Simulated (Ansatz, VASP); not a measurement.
# BN in VASP and in Ansatz

Contents of INCAR:

```
  ALGO = Normal
  EDIFF = 1E-6
  ENCUT = 600
  GGA = PE
  GGA_COMPAT = False
  ISIF = 2
  ISMEAR = 0
  LASPH = True
  LCHARG = True
  LELF = True
  LREAL = False
  LVHAR = True
  LWAVE = False
  NBANDS = 26
  NELM = 120
  PREC = Accurate
  SIGMA = 0.05
```

File KPOINTS:

```
k-points
0
Gamma
  6 6 6
```

POSCAR

```
BN
1.0
    3.6246970269      0.0000000000      0.0000000000
    0.0000000000     -3.6246970269      0.0000000000
    0.0000000000      0.0000000000     -3.6246970269
B N
4 4
Direct
    0.0000000000      0.0000000000      0.0000000000
    0.5000000000      0.5000000000      0.0000000000
    0.5000000000      0.0000000000      0.5000000000
    0.0000000000      0.5000000000      0.5000000000
    0.7500000000      0.7500000000      0.7500000000
    0.2500000000      0.2500000000      0.7500000000
    0.2500000000      0.7500000000      0.2500000000
    0.7500000000      0.2500000000      0.2500000000
```

Input for Ansatz:

```yaml
crystal:
  lattice:
    - [3.6246970237, 0.0, 0.0]
    - [0.0, -3.6246970237, 0.0]
    - [0.0, 0.0, -3.6246970237]
  atoms:
    - { symbol: B, position: [0.0, 0.0, 0.0] }
    - { symbol: B, position: [0.5, 0.5, 0.0] }
    - { symbol: B, position: [0.5, 0.0, 0.5] }
    - { symbol: B, position: [0.0, 0.5, 0.5] }
    - { symbol: "N", position: [0.75, 0.75, 0.75] }
    - { symbol: "N", position: [0.25, 0.25, 0.75] }
    - { symbol: "N", position: [0.25, 0.75, 0.25] }
    - { symbol: "N", position: [0.75, 0.25, 0.25] }
basis:
  ecutwfc: 420
kpoints:
  mp_grid: { grid: [6, 6, 6] }
hamiltonian:
  xc: pbe
scf:
  occupations: { method: gaussian, width: 0.05 }
output:
  forces: true
  stress: true
  eigenvalues: true
  write_density: true
  write_potential: true
  elf: true
  volumetric_format: npy
```

Alike in both runs: task single point; functional PBE; k mesh 6 × 6 × 6; occupations gaussian, width 0.05 eV; no spin polarisation.

|  | VASP | Ansatz |
| --- | --- | --- |
| version | VASP 6.6.1 | Ansatz 0.2.0 |
| potentials or method | VASP PAW PBE potentials, release 64 (B, N), cutoff 600 eV | scalar-relativistic, plane waves, PAW |
| valence electrons in the cell | 32 | 32 |

VASP gave:

```
gap on the k mesh at the Fermi level (eV) : 4.45
least direct gap on the mesh (eV)         : 4.45
pressure (GPa)                            : 0.0
```

Q: Estimate Ansatz's values.

A: gap on the k mesh at the Fermi level (eV): 4.46; least direct gap on the mesh (eV): 4.46; pressure (GPa): 0.0.
